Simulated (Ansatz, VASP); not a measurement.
Ni: VASP beside Ansatz

Contents of INCAR:

```
SYSTEM = Ni
ALGO = Normal
EDIFF = 1E-6
ENCUT = 520
GGA = CA
ISIF = 2
ISMEAR = -1
LASPH = .True.
LCHARG = .False.
LMAXMIX = 4
LNONCOLLINEAR = .True.
LORBIT = 11
LREAL = .False.
LWAVE = .False.
MAGMOM = 0.346 0.346 0.346 0.346 -0.346 -0.346 -0.346 0.346 -0.346 -0.346 -0.346 0.346
NBANDS = 54
NELM = 150
PREC = Accurate
SIGMA = 0.1
```

The input KPOINTS:

```
k-points
0
Gamma
  9 9 9
  0 0 0
```

File POSCAR:

```
Ni
1.0
    3.5238700000      0.0000000000      0.0000000000
    0.0000000000      3.5238700000      0.0000000000
    0.0000000000      0.0000000000      3.5238700000
Ni
4
Direct
    0.0000000000      0.0000000000      0.0000000000
    0.5000000000      0.5000000000      0.0000000000
    0.5000000000      0.0000000000      0.5000000000
    0.0000000000      0.5000000000      0.5000000000
```

Input for Ansatz:

```yaml
crystal:
  lattice:
    - [3.52387, 0.0, 0.0]
    - [0.0, 3.52387, 0.0]
    - [0.0, 0.0, 3.52387]
  atoms:
    - { symbol: Ni, position: [0.0, 0.0, 0.0], spin: 0.6, spin_axis: [0.57735027, 0.57735027, 0.57735027] }
    - { symbol: Ni, position: [0.5, 0.5, 0.0], spin: 0.6, spin_axis: [0.57735027, -0.57735027, -0.57735027] }
    - { symbol: Ni, position: [0.5, 0.0, 0.5], spin: 0.6, spin_axis: [-0.57735027, 0.57735027, -0.57735027] }
    - { symbol: Ni, position: [0.0, 0.5, 0.5], spin: 0.6, spin_axis: [-0.57735027, -0.57735027, 0.57735027] }
magnetization:
  noncollinear: true
kpoints:
  mp_grid: { grid: [9, 9, 9] }
scf:
  occupations: { method: fermi_dirac, width: 0.1 }
  lower_state_search: "off"
hamiltonian:
  xc: lda
  pseudopotentials: { kind: all_electron, lapw: { basis_error: 0.0005 } }
output:
  eigenvalues: false
```

Alike in both runs: task single point; functional LDA; k mesh 9 × 9 × 9; occupations fermi-dirac, width 0.1 eV; non-collinear spin.

|  | VASP | Ansatz |
| --- | --- | --- |
| version | VASP 6.6.1 | Ansatz 0.2.0 |
| potentials or method | VASP PAW LDA potentials, release 64 (Ni), cutoff 520 eV | all-electron LAPW, scalar-relativistic |

|  | VASP | Ansatz | Ansatz less VASP |
| --- | --- | --- | --- |
| net moment per atom (μB) | 0.00 | 0.00 | 0.000 |

LDA's correlation is that of Perdew and Zunger in VASP and of Perdew and Wang (1992) in Ansatz. Ansatz ran all-electron here, and VASP with PAW potentials. Ansatz's warnings: seeded moment not kept.
